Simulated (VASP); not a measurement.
# Au (P6_3/mmc) in VASP: a series of runs

Runs on Au. Level: LDA. Tasks: single point.

All numbers are computed with VASP 6.6.1; they aren't measurements. Logs are shortened: lines on timing, memory, paths and dates and some standing lists are left out, and cuts for length are marked.

## Step 1: The cell of the first run

It takes space group P6_3/mmc (No. 194, hexagonal). Conventional cell: a = 2.871 Å, b = 2.871 Å, c = 4.880 Å, α = 90.00°, β = 90.00°, γ = 120.00°. Within 3.8 Å of Au (site symmetry -6m2) lie 12 Au at 2.87 to 2.95 Å.

## Step 2: Single point, LDA (equal xx and yy strain of -1 %)

File INCAR:

```
SYSTEM = Au
ALGO     = Normal         ! electronic algorithm
EDIFF    = 1E-6           ! SCF threshold, eV
ENCUT    = 520            ! plane-wave cutoff, eV
GGA      = CA             ! functional
ISIF     = 2              ! what is computed and relaxed
ISMEAR   = -1             ! smearing method
LASPH    = .TRUE.         ! aspherical terms in the spheres
LCHARG   = .FALSE.        ! write CHGCAR
LREAL    = .FALSE.        ! projectors in reciprocal space
LWAVE    = .FALSE.        ! write WAVECAR
NBANDS   = 18             ! bands
NELM     = 80             ! most SCF steps
PREC     = Accurate       ! precision mode
SIGMA    = 0.03           ! smearing width, eV
```

File KPOINTS:

```
k-points
0
G
  14 14 8
  0 0 0
```

File POSCAR:

```
Au
1.0
    2.8709984263      0.0000000000      0.0000000000
   -1.4354992132      2.4863575715      0.0000000000
    0.0000000000      0.0000000000      4.8800000000
Au
2
Direct
    0.3333333333      0.6666666667      0.7500000000
    0.6666666667      0.3333333333      0.2500000000
```

Potentials or basis: VASP PAW LDA potentials, release 64 (Au).

Launch:

```console
cat potpaw_LDA.64/Au/POTCAR > POTCAR
mpirun -np 1 vasp_std > vasp.out
```

OUTCAR:

```text
SYSTEM = Au
   EDIFF = 1E-6
   ENCUT = 520
   GGA = CA
   ISIF = 2
   ISMEAR = -1
   LASPH = .TRUE.
   LREAL = .FALSE.
   NELM = 80
   PREC = Accurate

 ion  position               nearest neighbor table
   1  0.333  0.667  0.750-   2 2.95   2 2.95   2 2.95   2 2.95   2 2.95   2 2.95
   2  0.667  0.333  0.250-   1 2.95   1 2.95   1 2.95   1 2.95   1 2.95   1 2.95

  LATTYP: Found a hexagonal cell.
 ALAT       =     2.8709984263
 C/A-ratio  =     1.6997571142

  Lattice vectors:

 A1 = (   2.8709984263,   0.0000000000,   0.0000000000)
 A2 = (  -1.4354992132,   2.4863575715,   0.0000000000)
 A3 = (   0.0000000000,   0.0000000000,   4.8800000000)

Analysis of symmetry for initial positions (statically):
=====================================================================
 Subroutine PRICEL returns:
 Original cell was already a primitive cell.

 Routine SETGRP: Setting up the symmetry group for a
 hexagonal supercell.

 Subroutine GETGRP returns: Found 24 space group operations
 (whereof 12 operations were pure point group operations)
 out of a pool of 24 trial point group operations.

The static configuration has the point symmetry D_3d.
 The point group associated with its full space group is D_6h.

Analysis of symmetry for dynamics (positions and initial velocities):
=====================================================================
 Subroutine PRICEL returns:
 Original cell was already a primitive cell.

 Routine SETGRP: Setting up the symmetry group for a
 hexagonal supercell.

 Subroutine GETGRP returns: Found 24 space group operations
 (whereof 12 operations were pure point group operations)
 out of a pool of 24 trial point group operations.

The dynamic configuration has the point symmetry D_3d.
 The point group associated with its full space group is D_6h.

 Subroutine INISYM returns: Found 24 space group operations
 (whereof 12 operations are pure point group operations),
 and found     1 'primitive' translations

----------------------------------------------------------------------------------------

                                     Primitive cell

  volume of cell :      34.8350

  direct lattice vectors                    reciprocal lattice vectors
     2.870998426  0.000000000  0.000000000     0.348310884  0.201097383  0.000000000
    -1.435499213  2.486357572  0.000000000     0.000000000  0.402194765  0.000000000
     0.000000000  0.000000000  4.880000000     0.000000000  0.000000000  0.204918033

  length of vectors
     2.870998426  2.870998426  4.880000000     0.402194765  0.402194765  0.204918033

  position of ions in fractional coordinates (direct lattice)
     0.333333333  0.666666667  0.750000000
     0.666666667  0.333333333  0.250000000

  ion indices of the primitive-cell ions
   primitive index   ion index
                 1           1
                 2           2

----------------------------------------------------------------------------------------

 KPOINTS: k-points

Automatic generation of k-mesh.
 Grid dimensions read from file:
 generate k-points for:   14   14    8

 Generating k-lattice:

  Cartesian coordinates                     Fractional coordinates (reciprocal lattice)
     0.024879349  0.014364099  0.000000000     0.071428571  0.000000000  0.000000000
     0.000000000  0.028728198  0.000000000     0.000000000  0.071428571  0.000000000
     0.000000000  0.000000000  0.025614754     0.000000000  0.000000000  0.125000000

  Length of vectors
     0.028728198  0.028728198  0.025614754

  Shift w.r.t. Gamma in fractional coordinates (k-lattice)
     0.000000000  0.000000000  0.000000000

 Subroutine IBZKPT returns following result:
 ===========================================

 Found    120 irreducible k-points:

 Following reciprocal coordinates:
            Coordinates               Weight
  0.000000  0.000000  0.000000      1.000000
  0.071429  0.000000  0.000000      6.000000
  0.142857 -0.000000  0.000000      6.000000
  0.214286 -0.000000  0.000000      6.000000
  0.285714  0.000000  0.000000      6.000000
[... 39 lines left out ...]
 NGX is ok and might be reduce to    24
   NGX = 11   NGY = 11   NGZ = 19

 number of electron      22.0000001 magnetization

 Free energy of the ion-electron system (eV)
  ---------------------------------------------------
  ext. energy  EPLUGINS =         0.00000000
  ---------------------------------------------------
  free energy    TOTEN  =        -8.82739014 eV

  energy without entropy =       -8.82338226  energy(sigma->0) =       -8.82538620

 E-fermi :   8.9044     XC(G=0): -12.8560

 val. band max:        8.8785955488   @ k =   0.4286   0.0714   0.2500
 cond. band min:       8.9118940200   @ k =   0.2143   0.0714   0.2500
 fundamental gap:      0.0332984712
 Fermi energy:         8.9043550552

 k-point     1 :       0.0000    0.0000    0.0000
  band No.  band energies     occupation
      1      -0.7692      2.00000
      2       1.6295      2.00000
      3       4.0829      2.00000
      4       4.4172      2.00000
      5       4.4172      2.00000
      6       4.7048      2.00000
[... 10 lines left out ...]
     17      27.2967      0.00000
     18      27.2967      0.00000

 k-point     2 :       0.0714    0.0000    0.0000
  band No.  band energies     occupation
      1      -0.6080      2.00000
      2       1.7653      2.00000
      3       4.0503      2.00000
      4       4.4387      2.00000
      5       4.5248      2.00000
      6       4.6475      2.00000
[... 10 lines left out ...]
     17      26.4548      0.00000
     18      26.6891      0.00000

 k-point     3 :       0.1429   -0.0000    0.0000
  band No.  band energies     occupation
      1      -0.1425      2.00000
      2       2.1270      2.00000
      3       3.9190      2.00000
      4       4.4271      2.00000
      5       4.6730      2.00000
      6       4.8368      2.00000
[... 10 lines left out ...]
     17      25.1534      0.00000
     18      26.7059      0.00000

 k-point     4 :       0.2143   -0.0000    0.0000
  band No.  band energies     occupation
      1       0.5612      2.00000
      2       2.5155      2.00000
      3       3.8541      2.00000
      4       4.1551      2.00000
      5       4.2544      2.00000
      6       5.0395      2.00000
[... 375 lines left out ...]
      4       4.2483      2.00000
      5       4.2970      2.00000
      6       4.5090      2.00000
[... 10 lines left out ...]
     17      20.7784      0.00000
     18      21.9763      0.00000

 k-point    23 :       0.2857    0.2857    0.0000
  band No.  band energies     occupation
      1       2.9283      2.00000
      2       3.1733      2.00000
      3       3.4345      2.00000
      4       3.8739      2.00000
      5       4.1833      2.00000
      6       4.5101      2.00000
[... 10 lines left out ...]
     17      20.4702      0.00000
     18      20.9744      0.00000

 k-point    24 :       0.3571    0.2857    0.0000
  band No.  band energies     occupation
      1       2.9082      2.00000
      2       3.3339      2.00000
      3       3.3758      2.00000
      4       4.0018      2.00000
      5       4.2459      2.00000
      6       4.3641      2.00000
[... 10 lines left out ...]
     17      19.8320      0.00000
     18      20.0404      0.00000

 [... further k-points ...]
[... 5 lines left out ...]
  --------------------------------------------------------------------------------------
  -------------------------------------------------------------------------------------
  Total       -1.6120507     -1.6120507     -1.6870289      0.0000000      0.0000000      0.0000000
  in kB      -74.1434697    -74.1434697    -77.5919629      0.0000000      0.0000000      0.0000000
  external PRESSURE =     -75.2929674 kB  Pullay stress =       0.0000000 kB

 VOLUME and BASIS-vectors are now :
 -----------------------------------------------------------------------------
  energy-cutoff  :      520.00
  volume of cell :       34.84
      direct lattice vectors                 reciprocal lattice vectors
     2.870998426  0.000000000  0.000000000     0.348310884  0.201097383  0.000000000
    -1.435499213  2.486357572  0.000000000     0.000000000  0.402194765  0.000000000
     0.000000000  0.000000000  4.880000000     0.000000000  0.000000000  0.204918033

 POSITION                                       TOTAL-FORCE (eV/Angst)
 -----------------------------------------------------------------------------------
     -0.00000      1.65757      3.66000         0.000000     -0.000000      0.000000
      1.43550      0.82879      1.22000        -0.000000      0.000000      0.000000
 -----------------------------------------------------------------------------------
    total drift:                                0.000000     -0.000000      0.000000

  FREE ENERGIE OF THE ION-ELECTRON SYSTEM (eV)
  ---------------------------------------------------
  free  energy   TOTEN  =        -8.8273901447 eV

  energy  without entropy=       -8.8233822603  energy(sigma->0) =       -8.82538620
```

It took 64 s on 1 thread of Intel Xeon 8259CL, shared host; peak memory 0.18 GiB.

What came out:

```
Free energy            : -8.8274 eV
Pressure               : -7.5 GPa
Band gap on the k mesh : zero (band 11 reaches 12.76 eV, above the bottom of band 12 at 6.30 eV)
```

Levels at points of the mesh, in eV from the Fermi level:
| k point | band 8 | band 9 | band 10 | band 11 | band 12 | band 13 | band 14 | band 15 |
| --- | --- | --- | --- | --- | --- | --- | --- | --- |
| (0.00, 0.00, 0.00) | -3.43 | -3.43 | -2.16 | -2.16 | -1.16 | 2.42 | 14.65 | 15.44 |
| (0.50, 0.00, 0.00) | -1.96 | -1.81 | -1.65 | 0.39 | 1.58 | 5.57 | 7.11 | 7.12 |
| (0.00, 0.00, 0.50) | -4.51 | -2.60 | -2.60 | -2.60 | -2.60 | 10.20 | 10.20 | 14.93 |
| (0.50, 0.00, 0.50) | -2.39 | -1.72 | -1.72 | 0.48 | 0.48 | 3.88 | 3.88 | 12.90 |

Caveat: the cell differs from its parent crystal (equal xx and yy strain of -1 %); spin-orbit coupling is left out, which moves the levels of the heavy elements.

## Step 3: Single point, LDA (volume scaled by 0.99)

File INCAR:

```
SYSTEM = Au
ALGO = Normal
EDIFF = 1E-6
ENCUT = 520
GGA = CA
ISIF = 2
ISMEAR = -1
LASPH = .True.
LCHARG = .False.
LREAL = .False.
LWAVE = .False.
NBANDS = 18
NELM = 100
PREC = Accurate
SIGMA = 0.03
```

File KPOINTS:

```
k-points
0
Gamma
  14 14 8
  0 0 0
```

File POSCAR:

```
Au
1.0
    2.8902993466      0.0000000000      0.0000000000
   -1.4451496733      2.5030726588      0.0000000000
    0.0000000000      0.0000000000      4.8636788079
Au
2
Direct
    0.3333333333      0.6666666667      0.7500000000
    0.6666666667      0.3333333333      0.2500000000
```

Potentials or basis: VASP PAW LDA potentials, release 64 (Au).

Launch:

```console
cat potpaw_LDA.64/Au/POTCAR > POTCAR
mpirun -np 1 vasp_std > vasp.out
```

It took 67 s on 1 thread of Intel Xeon 8259CL, shared host; peak memory 0.18 GiB.

The run converged. Its results:

```
Free energy            : -8.8099 eV
Pressure               : -9.0 GPa
Band gap on the k mesh : zero (band 11 reaches 12.52 eV, above the bottom of band 12 at 6.15 eV)
```

Stress tensor (GPa, compression positive):
```
-8.95  0.00  0.00
 0.00 -8.95  0.00
 0.00  0.00 -9.14
```

Levels at points of the mesh, in eV from the Fermi level:
```tsv
k point	band 8	band 9	band 10	band 11	band 12	band 13	band 14	band 15
(0.00, 0.00, 0.00)	-3.43	-3.43	-2.13	-2.13	-1.03	2.50	14.62	15.63
(0.50, 0.00, 0.00)	-1.92	-1.83	-1.65	0.38	1.52	5.62	7.09	7.15
(0.00, 0.00, 0.50)	-4.45	-2.57	-2.57	-2.57	-2.57	10.37	10.37	14.88
(0.50, 0.00, 0.50)	-2.35	-1.72	-1.72	0.51	0.51	3.81	3.81	13.01
```

Caveat: spin-orbit coupling is left out, which moves the levels of the heavy elements.

## Step 4: Single point, LDA (volume scaled by 1.01)

File INCAR:

```
SYSTEM = Au
ALGO     = Normal         ! electronic algorithm
EDIFF    = 1E-6           ! SCF threshold, eV
ENCUT    = 520            ! plane-wave cutoff, eV
GGA      = CA             ! functional
ISIF     = 2              ! what is computed and relaxed
ISMEAR   = -1             ! smearing method
LASPH    = .TRUE.         ! aspherical terms in the spheres
LCHARG   = .FALSE.        ! write CHGCAR
LREAL    = .FALSE.        ! projectors in reciprocal space
LWAVE    = .FALSE.        ! write WAVECAR
NBANDS   = 18             ! bands
NELM     = 80             ! most SCF steps
PREC     = Accurate       ! precision mode
SIGMA    = 0.03           ! smearing width, eV
```

File KPOINTS:

```
k-points
0
G
  14 14 8
  0 0 0
```

File POSCAR:

```
Au
1.0
    2.9096330274      0.0000000000      0.0000000000
   -1.4548165137      2.5198161175      0.0000000000
    0.0000000000      0.0000000000      4.8962127437
Au
2
Direct
    0.3333333333      0.6666666667      0.7500000000
    0.6666666667      0.3333333333      0.2500000000
```

Launch:

```console
cat potpaw_LDA.64/Au/POTCAR > POTCAR
mpirun -np 1 vasp_std > vasp.out
```

It took 54 s on 1 thread of Intel Xeon 8259CL, shared host; peak memory 0.18 GiB.

It converged, with:

```
Free energy            : -8.7648 eV
Pressure               : -11.5 GPa
Band gap on the k mesh : zero (band 11 reaches 12.12 eV, above the bottom of band 12 at 5.87 eV)
```

Levels at points of the mesh, in eV from the Fermi level:
| k point | band 8 | band 9 | band 10 | band 11 | band 12 | band 13 | band 14 | band 15 |
| --- | --- | --- | --- | --- | --- | --- | --- | --- |
| (0.00, 0.00, 0.00) | -3.36 | -3.36 | -2.11 | -2.11 | -0.94 | 2.41 | 14.62 | 15.61 |
| (0.50, 0.00, 0.00) | -1.90 | -1.81 | -1.65 | 0.38 | 1.47 | 5.57 | 6.95 | 7.08 |
| (0.00, 0.00, 0.50) | -4.34 | -2.53 | -2.53 | -2.53 | -2.53 | 10.24 | 10.24 | 14.88 |
| (0.50, 0.00, 0.50) | -2.31 | -1.71 | -1.71 | 0.55 | 0.55 | 3.70 | 3.70 | 12.92 |

Caveat: spin-orbit coupling is left out, which moves the levels of the heavy elements.

## Step 5: Single point, LDA (volume scaled by 1.02)

File INCAR:

```
PREC = Accurate
ENCUT = 520
EDIFF = 1E-7
ISMEAR = -1
SIGMA = 0.03
LREAL = F
LASPH = T
NELM = 80
ALGO = Normal
ISIF = 2
LWAVE = F
LCHARG = T
LELF = T
LVHAR = T
NBANDS = 18
```

File KPOINTS:

```
Automatic mesh
0
Gamma
  14 14 8
```

File POSCAR:

```
Au
1.0
    2.9192042576      0.0000000000      0.0000000000
   -1.4596021288      2.5281050460      0.0000000000
    0.0000000000      0.0000000000      4.9123188226
Au
2
Direct
    0.3333333333      0.6666666667      0.7500000000
    0.6666666667      0.3333333333      0.2500000000
```

Launch:

```console
cat potpaw_LDA.64/Au/POTCAR > POTCAR
mpirun -np 1 vasp_std > vasp.out
```

Run time: 62 s. Hardware: 1 thread of Intel Xeon 8259CL, shared host; peak memory 0.19 GiB.

Results (log left out):

| Property | Result |
| --- | --- |
| Free energy | -8.7383 eV |
| Pressure | -12.6 GPa |
| Band gap on the k mesh | zero (band 11 reaches 11.93 eV, above the bottom of band 12 at 5.73 eV) |

Stress tensor (GPa, compression positive):
```
-12.69   0.00   0.00
  0.00 -12.69   0.00
  0.00   0.00 -12.50
```

Levels at points of the mesh, in eV from the Fermi level:
```
           k point  band 7  band 8  band 9  band 10  band 11  band 12  band 13  band 14  band 15  band 16
(0.00, 0.00, 0.00)   -3.98   -3.33   -3.33    -2.09    -2.09    -0.89     2.37    14.63    15.60    16.68
(0.50, 0.00, 0.00)   -3.42   -1.89   -1.81    -1.64     0.38     1.45     5.54     6.88     7.05    10.12
(0.00, 0.00, 0.50)   -4.29   -4.29   -2.52    -2.52    -2.52    -2.52    10.18    10.18    14.88    14.88
(0.50, 0.00, 0.50)   -2.29   -2.29   -1.71    -1.71     0.57     0.57     3.65     3.65    12.88    12.88
```

Caveat: spin-orbit coupling is left out, which moves the levels of the heavy elements.

## Step 6: Single point, LDA (equal xx and yy strain of +1 %)

File INCAR:

```
SYSTEM = Au
PREC     = Accurate       ! precision mode
ENCUT    = 520            ! plane-wave cutoff, eV
EDIFF    = 1E-6           ! SCF threshold, eV
ISMEAR   = -1             ! smearing method
SIGMA    = 0.03           ! smearing width, eV
LREAL    = .False.        ! projectors in reciprocal space
LASPH    = .True.         ! aspherical terms in the spheres
NELM     = 60             ! most SCF steps
ALGO     = Normal         ! electronic algorithm
ISIF     = 2              ! what is computed and relaxed
LWAVE    = .False.        ! write WAVECAR
LCHARG   = .False.        ! write CHGCAR
NBANDS   = 18             ! bands
```

File KPOINTS:

```
regular mesh
0
Gamma
  14 14 8
  0 0 0
```

File POSCAR:

```
Au
1.0
    2.9289983945      0.0000000000      0.0000000000
   -1.4644991973      2.5365870173      0.0000000000
    0.0000000000      0.0000000000      4.8800000000
Au
2
Direct
    0.3333333333      0.6666666667      0.7500000000
    0.6666666667      0.3333333333      0.2500000000
```

Potentials or basis: VASP PAW LDA potentials, release 64 (Au).

Launch:

```console
cat potpaw_LDA.64/Au/POTCAR > POTCAR
mpirun -np 1 vasp_std > vasp.out
```

It took 64 s on 1 thread of Intel Xeon 8259CL, shared host; peak memory 0.19 GiB.

It converged, with:

```yaml
Free_energy: -8.7377 eV
Pressure: -12.7 GPa
Band_gap_on_the_k_mesh: zero (band 11 reaches 11.89 eV, above the bottom of band 12 at 5.72 eV)
```

Stress tensor (GPa, compression positive):
```
-12.80   0.00   0.00
  0.00 -12.80   0.00
  0.00   0.00 -12.51
```

Levels at points of the mesh, in eV from the Fermi level:
```csv
k point,band 9,band 10,band 11,band 12,band 13,band 14
"(0.00, 0.00, 0.00)",-3.35,-2.08,-2.08,-0.81,2.50,14.59
"(0.50, 0.00, 0.00)",-1.82,-1.65,0.37,1.42,5.63,6.95
"(0.00, 0.00, 0.50)",-2.50,-2.50,-2.50,-2.50,10.41,10.41
"(0.50, 0.00, 0.50)",-1.71,-1.71,0.58,0.58,3.65,3.65
```

Caveat: the cell differs from its parent crystal (equal xx and yy strain of +1 %); spin-orbit coupling is left out, which moves the levels of the heavy elements.

## Step 7: Overview

| cell | gap on the mesh (eV) | pressure (GPa) |
| --- | --- | --- |
| a = 2.871, b = 2.871, c = 4.880 Å, angles 90.0, 90.0, 120.0°, 2 atoms | none | -7.5 |
| a = 2.890, b = 2.890, c = 4.864 Å, angles 90.0, 90.0, 120.0°, 2 atoms | none | -9.0 |
| a = 2.910, b = 2.910, c = 4.896 Å, angles 90.0, 90.0, 120.0°, 2 atoms | none | -11.5 |
| a = 2.919, b = 2.919, c = 4.912 Å, angles 90.0, 90.0, 120.0°, 2 atoms | none | -12.6 |
| a = 2.929, b = 2.929, c = 4.880 Å, angles 90.0, 90.0, 120.0°, 2 atoms | none | -12.7 |

Alike in all rows: task single point; level LDA; potentials or basis VASP PAW LDA potentials, release 64 (Au); no spin polarisation; k mesh 14 × 14 × 8; cutoff (eV) 520; smearing fermi-dirac 0.03 eV.

Caveats: spin-orbit coupling is left out, which moves the levels of the heavy elements.

Total energies depend on the potentials used, so only differences within one code and one set of settings carry meaning.
